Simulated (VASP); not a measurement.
# O: electric field gradients with PBE

The system is O.

```xyz
2
Lattice="0.0000 2.1075 3.3449 1.4784 0.0000 3.3449 1.4784 2.1075 0.0000" Properties=species:S:1:pos:R:3 pbc="T T T"
O     1.4784    2.1075    0.5827
O     1.4784    2.1075    6.1070
```

```
Program                : VASP 6.6.1
Task                   : electric field gradients
Functional             : PBE
Potentials or basis    : VASP PAW PBE potentials, release 64 (O)
Cutoff                 : 520 eV
k mesh                 : 12 × 12 × 12
Occupations            : fermi-dirac, width 0.03 eV
Spin                   : no spin polarisation
Dipole correction      : no
Further INCAR settings : ALGO = Normal; EDIFF = 1e-08; NBANDS = 13
```

* Pressure: 18.2 GPa
* Largest force: 5.745 eV/Å
* Band gap on the k mesh: zero (band 6 reaches 2.58 eV, above the bottom of band 7 at 0.82 eV)

Forces in eV/Å, atoms in the order of the input:
```
O    0.000  0.000  5.745
O    0.000  0.000 -5.745
```

Stress tensor (GPa, compression positive):
```
-1.29  0.00  0.00
 0.00 -6.11  0.00
 0.00  0.00 61.92
```

Levels at points of the mesh, in eV from the Fermi level:
| k point | band 3 | band 4 | band 5 | band 6 | band 7 | band 8 | band 9 | band 10 |
| --- | --- | --- | --- | --- | --- | --- | --- | --- |
| (0.00, 0.00, 0.00) | -9.66 | -6.63 | -6.31 | 0.58 | 1.14 | 9.40 | 12.17 | 15.45 |
| (0.50, 0.00, 0.00) | -9.51 | -7.81 | -6.68 | -1.38 | 0.91 | 10.70 | 13.97 | 15.47 |
| (0.50, 0.50, 0.00) | -7.24 | -6.85 | -6.34 | 1.12 | 1.22 | 8.47 | 9.23 | 14.91 |
| (0.50, 0.00, 0.50) | -9.66 | -8.00 | -7.73 | -0.79 | -0.48 | 11.96 | 12.25 | 13.93 |
| (0.00, 0.50, 0.50) | -9.25 | -8.03 | -6.71 | -2.04 | 0.33 | 10.86 | 11.38 | 16.56 |

Electric field gradients, principal values (V/Å²):
```
atom    least   middle  greatest (by size)
 1 O  -50.852  -62.544             113.395
 2 O  -50.852  -62.544             113.395
```

Wall time 55 s on 1 thread of AMD EPYC 9R45 96-Core Processor (Zen 5), on a shared host, peak memory 0.15 GiB.

Caveat: the standard files for N, O and F lose accuracy on very short bonds; spin is off for a triplet molecule; without QUAD_EFG the Cq values of the log hold for a quadrupole moment of 1 mb, not for the nuclei; forces of over 1 eV/Å act on the atoms, so gaps and moduli don't describe the material at rest.
